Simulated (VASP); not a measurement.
# BiSbTe2S (P4/mmm) in VASP: notebook

The runs below take BiSbTe2S through single point, relaxation of cell and atoms, with PBE.

Program: VASP 6.6.1. These are calculated values, not measurements. Logs are shortened: lines on timing, memory, paths and dates and some standing lists are left out, and cuts for length are marked.

### Step 1. The cell of the first run

Symmetry: P4/mmm, No. 123, tetragonal system. The conventional cell has a = 5.254 Å, b = 5.254 Å, c = 5.418 Å, α = 90.00°, β = 90.00°, γ = 90.00°. Sb (site symmetry 4/mmm) has 4 Te at 2.63 Å and 2 S at 2.71 Å within 3.5 Å. Bi (site symmetry 4/mmm) has 4 S at 3.72 Å and 8 Te at 3.77 Å and 8 Sb at 4.60 Å within 4.9 Å. Within 3.5 Å of Te (site symmetry mmm) lie 2 Sb at 2.63 Å. S (site symmetry 4/mmm) has 2 Sb at 2.71 Å within 3.6 Å.

### Step 2. Single point, PBE

The input, INCAR:

```
PREC = Accurate
ENCUT = 520
EDIFF = 1E-6
ISMEAR = 0
SIGMA = 0.1
LREAL = F
LASPH = T
NELM = 60
ALGO = Normal
ISIF = 2
LWAVE = F
LCHARG = T
GGA = PE
LELF = T
LVHAR = T
NBANDS = 27
```

The input, KPOINTS:

```
Automatic mesh
0
Gamma
  4 4 4
```

The input, POSCAR:

```
BiSbTe2S
1.0
    5.2538712500      0.0000000000      0.0000000000
    0.0000000000      5.2538712500      0.0000000000
    0.0000000000      0.0000000000      5.4180758400
Sb Bi Te S
1 1 2 1
Direct
    0.5000000000      0.5000000000      0.5000000000
    0.0000000000      0.0000000000      0.0000000000
    0.5000000000      0.0000000000      0.5000000000
    0.0000000000      0.5000000000      0.5000000000
    0.5000000000      0.5000000000      0.0000000000
```

Potentials or basis: VASP PAW PBE potentials, release 64 (Sb, Bi_d, Te, S).

Run with:

```console
cat potpaw_PBE.64/Sb/POTCAR potpaw_PBE.64/Bi_d/POTCAR potpaw_PBE.64/Te/POTCAR potpaw_PBE.64/S/POTCAR > POTCAR
mpirun -np 1 vasp_std > vasp.out
```

OUTCAR:

```text
PREC = Accurate
   ENCUT = 520
   EDIFF = 1E-6
   ISMEAR = 0
   LREAL = F
   LASPH = T
   NELM = 60
   ISIF = 2
   GGA = PE

 ion  position               nearest neighbor table
   1  0.500  0.500  0.500-   3 2.63   4 2.63   3 2.63   4 2.63   5 2.71   5 2.71
   2  0.000  0.000  0.000-   3 3.77   4 3.77   3 3.77   4 3.77   4 3.77   4 3.77   3 3.77   3 3.77

   3  0.500  0.000  0.500-   1 2.63   1 2.63   2 3.77   2 3.77   2 3.77   2 3.77
   4  0.000  0.500  0.500-   1 2.63   1 2.63   2 3.77   2 3.77   2 3.77   2 3.77
   5  0.500  0.500  0.000-   1 2.71   1 2.71

  LATTYP: Found a simple tetragonal cell.
 ALAT       =     5.2538712500
 C/A-ratio  =     1.0312540186

  Lattice vectors:

 A1 = (   5.2538712500,   0.0000000000,   0.0000000000)
 A2 = (   0.0000000000,   5.2538712500,   0.0000000000)
 A3 = (   0.0000000000,   0.0000000000,   5.4180758400)

Analysis of symmetry for initial positions (statically):
=====================================================================
 Subroutine PRICEL returns:
 Original cell was already a primitive cell.

 Routine SETGRP: Setting up the symmetry group for a
 simple tetragonal supercell.

 Subroutine GETGRP returns: Found 16 space group operations
 (whereof 16 operations were pure point group operations)
 out of a pool of 16 trial point group operations.

The static configuration has the point symmetry D_4h.

Analysis of symmetry for dynamics (positions and initial velocities):
=====================================================================
 Subroutine PRICEL returns:
 Original cell was already a primitive cell.

 Routine SETGRP: Setting up the symmetry group for a
 simple tetragonal supercell.

 Subroutine GETGRP returns: Found 16 space group operations
 (whereof 16 operations were pure point group operations)
 out of a pool of 16 trial point group operations.

The dynamic configuration has the point symmetry D_4h.

 Subroutine INISYM returns: Found 16 space group operations
 (whereof 16 operations are pure point group operations),
 and found     1 'primitive' translations

----------------------------------------------------------------------------------------

                                     Primitive cell

  volume of cell :     149.5560

  direct lattice vectors                    reciprocal lattice vectors
     5.253871250  0.000000000  0.000000000     0.190335840  0.000000000  0.000000000
     0.000000000  5.253871250  0.000000000     0.000000000  0.190335840  0.000000000
     0.000000000  0.000000000  5.418075840     0.000000000  0.000000000  0.184567368

  length of vectors
     5.253871250  5.253871250  5.418075840     0.190335840  0.190335840  0.184567368

  position of ions in fractional coordinates (direct lattice)
     0.500000000  0.500000000  0.500000000
     0.000000000  0.000000000  0.000000000
     0.500000000  0.000000000  0.500000000
     0.000000000  0.500000000  0.500000000
     0.500000000  0.500000000  0.000000000

  ion indices of the primitive-cell ions
   primitive index   ion index
                 1           1
                 2           2
                 3           3
                 4           4
                 5           5

----------------------------------------------------------------------------------------

 KPOINTS: Automatic mesh

Automatic generation of k-mesh.
 Grid dimensions read from file:
 generate k-points for:    4    4    4

 Generating k-lattice:

  Cartesian coordinates                     Fractional coordinates (reciprocal lattice)
     0.047583960  0.000000000  0.000000000     0.250000000  0.000000000  0.000000000
     0.000000000  0.047583960  0.000000000     0.000000000  0.250000000  0.000000000
     0.000000000  0.000000000  0.046141842     0.000000000  0.000000000  0.250000000

  Length of vectors
     0.047583960  0.047583960  0.046141842

  Shift w.r.t. Gamma in fractional coordinates (k-lattice)
     0.000000000  0.000000000  0.000000000

 Subroutine IBZKPT returns following result:
 ===========================================

 Found     18 irreducible k-points:

 Following reciprocal coordinates:
            Coordinates               Weight
  0.000000  0.000000  0.000000      1.000000
  0.250000  0.000000  0.000000      4.000000
  0.500000  0.000000  0.000000      2.000000
  0.250000  0.250000  0.000000      4.000000
  0.500000  0.250000  0.000000      4.000000
  0.500000  0.500000  0.000000      1.000000
[... 10 lines left out ...]
  0.500000  0.250000  0.500000      4.000000
  0.500000  0.500000  0.500000      1.000000
   k-points           NKPTS =     18   k-points in BZ     NKDIM =     18   number of bands    NBANDS=     27
   number of dos      NEDOS =    301   number of ions     NIONS =      5
   total plane-waves  NPLWV =  64000
   dimension x,y,z NGX =    40 NGY =   40 NGZ =   40
   dimension x,y,z NGXF=    80 NGYF=   80 NGZF=   80
   ions per type =               1   1   2   1
   NGX,Y,Z   is equivalent  to a cutoff of  12.66, 12.66, 12.27 a.u.
   NGXF,Y,Z  is equivalent  to a cutoff of  25.31, 25.31, 24.55 a.u.
 SYSTEM =  unknown system
   PREC   = accura    normal or accurate (medium, high low for compatibility)
   ISTART =      0    job   : 0-new  1-cont  2-samecut
   ICHARG =      2    charge: 1-file 2-atom 10-const
   ISPIN  =      1    spin polarized calculation?
   LNONCOLLINEAR =      F non collinear calculations
   LSORBIT =      F    spin-orbit coupling
   LASPH  =      T    aspherical Exc in radial PAW
   ENCUT  =  520.0 eV  38.22 Ry    6.18 a.u.   9.77  9.77 10.07*2*pi/ulx,y,z
   NELM   =     60;   NELMIN=  2; NELMDL= -5     # of ELM steps
   EDIFF  = 0.1E-05   stopping-criterion for ELM
   LREAL  =      F    real-space projection
   EDIFFG = 0.1E-04   stopping-criterion for IOM
   NSW    =      0    number of steps for IOM
   IBRION =     -1    ionic relax: 0-MD 1-quasi-New 2-CG
   NFREE  =      0    steps in history (QN), initial steepest desc. (CG)
   ISIF   =      2    stress and relaxation
   ISYM   =      2    0-nonsym 1-usesym 2-fastsym
   POTIM  = 0.5000    time-step for ionic-motion
   TEBEG  =    0.0;   TEEND  =   0.0 temperature during run
   PSTRESS=    0.0 pullay stress
   NELECT =      38.0000    total number of electrons
   NUPDOWN=      -1.0000    fix difference up-down
   EMIN   =  10.00;   EMAX   =-10.00  energy-range for DOS
   EFERMI =   0.00;   METHOD = LEGACY
   ISMEAR =     0;   SIGMA  =   0.10  broadening in eV -4-tet -1-fermi 0-gaus
   EFERMI_NEDOS =   21; number of points for ismear=-14 and -15
   IALGO  =     38    algorithm
   IMIX   =      4    mixing-type and parameters
     AMIX     =   0.40;   BMIX     =  1.00
     AMIX_MAG =   1.60;   BMIX_MAG =  1.00
  volume/ion in A,a.u.               =      29.91       201.85
  Fermi-wavevector in a.u.,A,eV,Ry     =   1.036895  1.959447 14.628317  1.075151
  Thomas-Fermi vector in A             =   2.171307
   LORBIT       =      0    0 simple, 1 ext, 2 COOP (PROOUT), +10 PAW based schemes
   GGA     = PE    functional components
   LHFCALC =     F    Hartree Fock is set to
   AEXX    =    0.0000 exact exchange contribution
   IVDW    =     0    specifies the selected vdW correction
   LEPSILON=     F    determine dielectric tensor
   LRPA    =     F    only Hartree local field effects (RPA)
 non-spin polarized calculation
 Gauss-broadening in eV      SIGMA  =   0.10
  energy-cutoff  :      520.00
  volume of cell :      149.56
 maximum number of plane-waves:      4052
 NGX is ok and might be reduce to    40
   NGX = 19   NGY = 19   NGZ = 21

 number of electron      38.0000002 magnetization

 Free energy of the ion-electron system (eV)
  ---------------------------------------------------
  ext. energy  EPLUGINS =         0.00000000
  ---------------------------------------------------
  free energy    TOTEN  =       -15.05668517 eV

  energy without entropy =      -15.03604126  energy(sigma->0) =      -15.04636322

 E-fermi :   6.1347     XC(G=0):  -9.4642

 val. band max:        6.1212122629   @ k =   0.5000   0.2500   0.5000
 cond. band min:       6.1437969525   @ k =   0.5000   0.5000   0.5000
 fundamental gap:      0.0225846896
 Fermi energy:         6.1347256198

 k-point     1 :       0.0000    0.0000    0.0000
  band No.  band energies     occupation
      1     -17.4247      2.00000
      2     -17.4182      2.00000
      3     -17.4047      2.00000
      4     -17.4047      2.00000
      5     -17.4003      2.00000
      6      -8.1192      2.00000
[... 19 lines left out ...]
     26      10.1414      0.00000
     27      10.8179      0.00000

 k-point     2 :       0.2500    0.0000    0.0000
  band No.  band energies     occupation
      1     -17.4243      2.00000
      2     -17.4184      2.00000
      3     -17.4049      2.00000
      4     -17.4047      2.00000
      5     -17.4002      2.00000
      6      -7.8764      2.00000
[... 19 lines left out ...]
     26      11.2128      0.00000
     27      11.3107      0.00000

 k-point     3 :       0.5000    0.0000    0.0000
  band No.  band energies     occupation
      1     -17.4239      2.00000
      2     -17.4185      2.00000
      3     -17.4051      2.00000
      4     -17.4047      2.00000
      5     -17.4000      2.00000
      6      -7.4991      2.00000
[... 19 lines left out ...]
     26      12.1767      0.00000
     27      12.7152      0.00000

 k-point     4 :       0.2500    0.2500    0.0000
  band No.  band energies     occupation
      1     -17.4239      2.00000
      2     -17.4186      2.00000
      3     -17.4049      2.00000
      4     -17.4049      2.00000
      5     -17.4000      2.00000
      6      -7.6276      2.00000
[... 19 lines left out ...]
     26      11.7213      0.00000
     27      11.7693      0.00000
[... 336 lines left out ...]
      4     -17.4052      2.00000
      5     -17.3992      2.00000
      6      -7.1686      2.00000
[... 19 lines left out ...]
     26      12.3331      0.00000
     27      12.5821      0.00000

 k-point    17 :       0.5000    0.2500    0.5000
  band No.  band energies     occupation
      1     -17.4234      2.00000
      2     -17.4187      2.00000
      3     -17.4054      2.00000
      4     -17.4052      2.00000
      5     -17.3991      2.00000
      6      -6.6644      2.00000
[... 19 lines left out ...]
     26      12.9086      0.00000
     27      12.9806      0.00000

 k-point    18 :       0.5000    0.5000    0.5000
  band No.  band energies     occupation
      1     -17.4230      2.00000
      2     -17.4189      2.00000
      3     -17.4054      2.00000
      4     -17.4054      2.00000
      5     -17.3990      2.00000
      6      -5.7530      2.00000
[... 19 lines left out ...]
     26      11.9541      0.00000
     27      12.2853      0.00000

------------------------ aborting loop because EDIFF is reached ----------------------------------------

  FORCE on cell =-STRESS in cart. coord.  units (eV):
  Direction    XX          YY          ZZ          XY          YZ          ZX
  --------------------------------------------------------------------------------------
  -------------------------------------------------------------------------------------
  Total       11.5049039     11.5049039     -4.2090849      0.0000000      0.0000000      0.0000000
  in kB      123.2507717    123.2507717    -45.0914644      0.0000000      0.0000000      0.0000000
  external PRESSURE =      67.1366930 kB  Pullay stress =       0.0000000 kB

 VOLUME and BASIS-vectors are now :
 -----------------------------------------------------------------------------
  energy-cutoff  :      520.00
  volume of cell :      149.56
      direct lattice vectors                 reciprocal lattice vectors
     5.253871250  0.000000000  0.000000000     0.190335840  0.000000000  0.000000000
     0.000000000  5.253871250  0.000000000     0.000000000  0.190335840  0.000000000
     0.000000000  0.000000000  5.418075840     0.000000000  0.000000000  0.184567368

 POSITION                                       TOTAL-FORCE (eV/Angst)
 -----------------------------------------------------------------------------------
      2.62694      2.62694      2.70904         0.000000      0.000000      0.000000
      0.00000      0.00000      0.00000         0.000000      0.000000      0.000000
      2.62694      0.00000      2.70904         0.000000      0.000000      0.000000
      0.00000      2.62694      2.70904         0.000000      0.000000      0.000000
      2.62694      2.62694      0.00000         0.000000      0.000000      0.000000
 -----------------------------------------------------------------------------------
    total drift:                                0.000000     -0.000000     -0.000000

  FREE ENERGIE OF THE ION-ELECTRON SYSTEM (eV)
  ---------------------------------------------------
  free  energy   TOTEN  =       -15.0566851747 eV

  energy  without entropy=      -15.0360412615  energy(sigma->0) =      -15.04636322
```

Run time: 32 s. Hardware: 1 thread of Intel Xeon 6975P-C (Granite Rapids), shared host; peak memory 0.29 GiB.

What came out:

| Property | Result |
| --- | --- |
| Free energy | -15.0567 eV |
| Pressure | 6.7 GPa |
| Band gap on the k mesh | zero (band 19 reaches 6.88 eV, above the bottom of band 20 at 5.83 eV) |

Stress tensor (GPa, compression positive):
```
12.33  0.00  0.00
 0.00 12.33  0.00
 0.00  0.00 -4.51
```

Caveat: spin-orbit coupling is left out, which moves the levels of the heavy elements.

### Step 3. Single point, PBE

This run uses another cell than the first one, of 32.78 Å³/atom, 1.096 times its volume.

INCAR, as its differences from that of step 2:

```diff
@@ -2,3 +2,3 @@
 ENCUT = 520
-EDIFF = 1E-6
+EDIFF = 1E-7
 ISMEAR = 0
@@ -7,3 +7,3 @@
 LASPH = T
-NELM = 60
+NELM = 100
 ALGO = Normal
```

KPOINTS is that of step 2.

POSCAR, as its differences from that of step 2:

```diff
@@ -2,5 +2,5 @@
 1.0
-    5.2538712500      0.0000000000      0.0000000000
-    0.0000000000      5.2538712500      0.0000000000
-    0.0000000000      0.0000000000      5.4180758400
+    5.8392778779      0.0000000000      0.0000000000
+    0.0000000000      5.8392778779      0.0000000000
+    0.0000000000      0.0000000000      4.8065861576
 Sb Bi Te S
```

Potentials or basis: VASP PAW PBE potentials, release 64 (Sb, Bi_d, Te, S).

Run with:

```console
cat potpaw_PBE.64/Sb/POTCAR potpaw_PBE.64/Bi_d/POTCAR potpaw_PBE.64/Te/POTCAR potpaw_PBE.64/S/POTCAR > POTCAR
mpirun -np 1 vasp_std > vasp.out
```

Run time: 35 s. Hardware: 1 thread of Intel Xeon 6975P-C (Granite Rapids), shared host; peak memory 0.33 GiB.

The run converged. Its results:

* Free energy: -16.6657 eV
* Pressure: 0.1 GPa
* Band gap on the k mesh: zero (band 19 reaches 5.63 eV, above the bottom of band 20 at 4.82 eV)

Levels at points of the mesh, in eV from the Fermi level:
```tsv
k point	band 16	band 17	band 18	band 19	band 20	band 21	band 22	band 23
(0.00, 0.00, 0.00)	-1.65	-0.79	-0.79	-0.48	1.78	1.80	1.80	3.69
(0.50, 0.00, 0.00)	-1.23	-0.98	-0.71	-0.67	0.59	1.06	1.68	1.68
(0.50, 0.50, 0.00)	-1.03	-1.03	-0.30	-0.30	-0.07	-0.05	0.33	1.70
(0.00, 0.00, 0.50)	-1.50	-1.00	-1.00	-0.88	0.05	0.05	0.74	2.58
(0.50, 0.00, 0.50)	-1.67	-1.37	-0.47	-0.31	0.02	1.57	1.62	2.11
(0.50, 0.50, 0.50)	-0.45	-0.45	-0.08	-0.08	0.06	1.91	1.91	1.96
```

Caveat: spin-orbit coupling is left out, which moves the levels of the heavy elements.

### Step 4. Single point, PBE

This run uses another cell than the first one, of 32.78 Å³/atom, 1.096 times its volume.

The input, INCAR:

```
SYSTEM = BiSbTe2S
PREC = Accurate ; ENCUT = 520
EDIFF = 1E-6 ; ISMEAR = 0
SIGMA = 0.1 ; LREAL = .FALSE.
LASPH = .TRUE. ; NELM = 80
ALGO = Normal ; ISIF = 2
LWAVE = .FALSE. ; LCHARG = .FALSE.
GGA = PE ; NBANDS = 27
```

The input, KPOINTS:

```
Automatic mesh
0
G
  6 6 8
  0 0 0
```

POSCAR, as its differences from that of step 3:

```diff
@@ -2,5 +2,5 @@
 1.0
-    5.8392778779      0.0000000000      0.0000000000
-    0.0000000000      5.8392778779      0.0000000000
-    0.0000000000      0.0000000000      4.8065861576
+    5.8079943160      0.0000000000      0.0000000000
+    0.0000000000      5.8079943160      0.0000000000
+    0.0000000000      0.0000000000      4.8584896927
 Sb Bi Te S
```

Run with:

```console
cat potpaw_PBE.64/Sb/POTCAR potpaw_PBE.64/Bi_d/POTCAR potpaw_PBE.64/Te/POTCAR potpaw_PBE.64/S/POTCAR > POTCAR
mpirun -np 1 vasp_std > vasp.out
```

Run time: 74 s. Hardware: 1 thread of Intel Xeon 6975P-C (Granite Rapids), shared host; peak memory 0.44 GiB.

It converged, with:

```yaml
Free_energy: -16.6594 eV
Pressure: 0.0 GPa
Band_gap_on_the_k_mesh: zero (band 19 reaches 5.68 eV, above the bottom of band 20 at 4.60 eV)
```

Levels at points of the mesh, in eV from the Fermi level:
| k point | band 17 | band 18 | band 19 | band 20 | band 21 | band 22 |
| --- | --- | --- | --- | --- | --- | --- |
| (0.00, 0.00, 0.00) | -0.85 | -0.85 | -0.64 | 1.66 | 1.66 | 1.66 |
| (0.50, 0.00, 0.00) | -1.07 | -0.81 | -0.75 | 0.47 | 0.92 | 1.50 |
| (0.50, 0.50, 0.00) | -1.20 | -0.41 | -0.41 | -0.23 | -0.10 | 0.32 |
| (0.00, 0.00, 0.50) | -1.09 | -1.09 | -0.95 | -0.01 | -0.01 | 0.63 |
| (0.50, 0.00, 0.50) | -1.44 | -0.59 | -0.36 | 0.00 | 1.39 | 1.48 |
| (0.50, 0.50, 0.50) | -0.42 | -0.11 | -0.11 | 0.00 | 1.77 | 1.77 |

Caveat: spin-orbit coupling is left out, which moves the levels of the heavy elements.

(Continued in part 2 of 2.)
